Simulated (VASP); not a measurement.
Runs of VASP 6.6.1 on TiC. The structure is that of space group Fm-3m (No. 225), or close to it. The cells are those of the table. 

```csv
task,cell,cutoff (eV),gap on the mesh (eV),pressure (GPa)
single point,"a = 2.943 Å, angles 60.0°, 2 atoms",520,none,(a)
relaxation of cell and atoms,"relaxed to 30 GPa from a = 3.054 Å, angles 60.0°, 2 atoms",600,none,30.0
single point,"a = 2.918 Å, angles 60.0°, 2 atoms",520,none,40.1
relaxation of cell and atoms,"relaxed to 40 GPa from a = 3.054 Å, angles 60.0°, 2 atoms",600,none,40.2
relaxation of cell and atoms,"relaxed to 10 GPa from a = 3.054 Å, angles 60.0°, 2 atoms",600,none,10.0
```

Alike in all rows: level PBEsol; potentials or basis VASP PAW PBE potentials, release 64 (Ti_sv, C); no spin polarisation; k mesh 13 × 13 × 13; smearing gaussian 0.15 eV.

**Question.** Estimate the missing entries.

**Answer.** (a) 30.2.

Caveats: the PAW data sets were made with another functional, which shifts forces and pressure a little; the cell is relaxed towards a set pressure, so the enthalpy falls and the energy may rise (some runs).

A gap of «none» marks levels without a gap at the run's occupations.
